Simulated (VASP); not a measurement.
Sc: single point with PBE

Crystal: Sc.

```
Sc
1.0
     0.00000    2.32685    2.32685
     2.32685    0.00000    2.32685
     2.32685    2.32685    0.00000
Sc
1
Cartesian
  0.0000 0.0000 0.0000
```

* Program: VASP 6.6.1
* Task: single point
* Functional: PBE
* Potentials or basis: VASP PAW PBE potentials, release 64 (Sc_sv)
* Cutoff: 500 eV
* k mesh: 8 × 8 × 8
* Occupations: fermi-dirac, width 0.136057 eV
* Spin: no spin polarisation

```yaml
Pressure: -0.6 GPa
```

Levels at points of the mesh, in eV from the Fermi level:
```
           k point  band 1  band 2  band 3  band 4  band 5  band 6  band 7  band 8  band 9  band 10
(0.00, 0.00, 0.00)  -49.50  -27.93  -27.93  -27.93   -5.15    1.55    1.55    1.55    2.88     2.88
(0.50, 0.00, 0.00)  -49.44  -28.29  -27.97  -27.97   -1.75    0.18    1.44    1.44    3.75     3.75
(0.50, 0.50, 0.00)  -49.43  -28.27  -28.06  -28.06   -1.48   -0.60    1.84    3.74    3.97     3.97
```

Wall time 2.8 s on 1 thread of Intel(R) Xeon(R) 6975P-C (Granite Rapids), on a shared host, peak memory 0.13 GiB.
